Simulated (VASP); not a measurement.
# In: electric field gradients with PBE

In:

```
CELL_PARAMETERS angstrom
-1.62615 1.62615 2.47395
1.62615 -1.62615 2.47395
1.62615 1.62615 -2.47395
ATOMIC_POSITIONS crystal
In 0.00000 0.00000 0.00000
```

```json
{
 "Program": "VASP 6.6.1",
 "Task": "electric field gradients",
 "Functional": "PBE",
 "Potentials or basis": "VASP PAW PBE potentials, release 64 (In_d)",
 "Cutoff": "520 eV",
 "k mesh": "12 × 12 × 14",
 "Occupations": "fermi-dirac, width 0.05 eV",
 "Spin": "no spin polarisation",
 "Dipole correction": "no",
 "Further INCAR settings": "ALGO = Normal; EDIFF = 1e-08; NBANDS = 12; ISYM = 0"
}
```

- Pressure: 2.0 GPa

Stress tensor (GPa, compression positive):
```
 1.90 -0.22  0.18
-0.22  1.90  0.18
 0.18  0.18  2.19
```

Levels at points of the mesh, in eV from the Fermi level:
| k point | band 2 | band 3 | band 4 | band 5 | band 6 | band 7 | band 8 | band 9 | band 10 | band 11 |
| --- | --- | --- | --- | --- | --- | --- | --- | --- | --- | --- |
| (0.00, 0.00, 0.00) | -14.59 | -14.59 | -14.51 | -14.41 | -9.53 | 10.55 | 10.55 | 10.72 | 11.59 | 13.96 |
| (0.50, 0.00, 0.00) | -14.66 | -14.57 | -14.32 | -14.28 | -4.29 | -3.36 | 7.55 | 9.16 | 11.12 | 11.44 |
| (0.00, 0.50, 0.00) | -14.66 | -14.57 | -14.32 | -14.28 | -4.29 | -3.36 | 7.55 | 9.16 | 11.12 | 11.44 |
| (0.50, 0.50, 0.00) | -14.75 | -14.32 | -14.30 | -14.21 | -1.95 | -1.64 | 3.54 | 3.97 | 7.03 | 7.35 |
| (0.00, 0.00, 0.50) | -14.75 | -14.32 | -14.30 | -14.21 | -1.95 | -1.64 | 3.54 | 3.97 | 7.03 | 7.35 |
| (0.50, 0.00, 0.50) | -14.66 | -14.57 | -14.32 | -14.28 | -4.29 | -3.36 | 7.55 | 9.16 | 11.12 | 11.44 |
| (0.00, 0.50, 0.50) | -14.66 | -14.57 | -14.32 | -14.28 | -4.29 | -3.36 | 7.55 | 9.16 | 11.12 | 11.44 |
| (0.50, 0.50, 0.50) | -14.75 | -14.30 | -14.27 | -14.27 | -2.91 | -2.66 | 4.74 | 4.74 | 8.19 | 8.20 |

Electric field gradients, principal values (V/Å²):
```
atom   least   middle  greatest (by size)
1 In  -6.953  -11.170              18.123
```

It took 120 s on 1 thread of Intel(R) Xeon(R) 6975P-C (Granite Rapids) (shared host), peak memory 0.41 GiB.

Caveat: without QUAD_EFG the Cq values of the log hold for a quadrupole moment of 1 mb, not for the nuclei; spin-orbit coupling is left out, which moves the levels of the heavy elements.
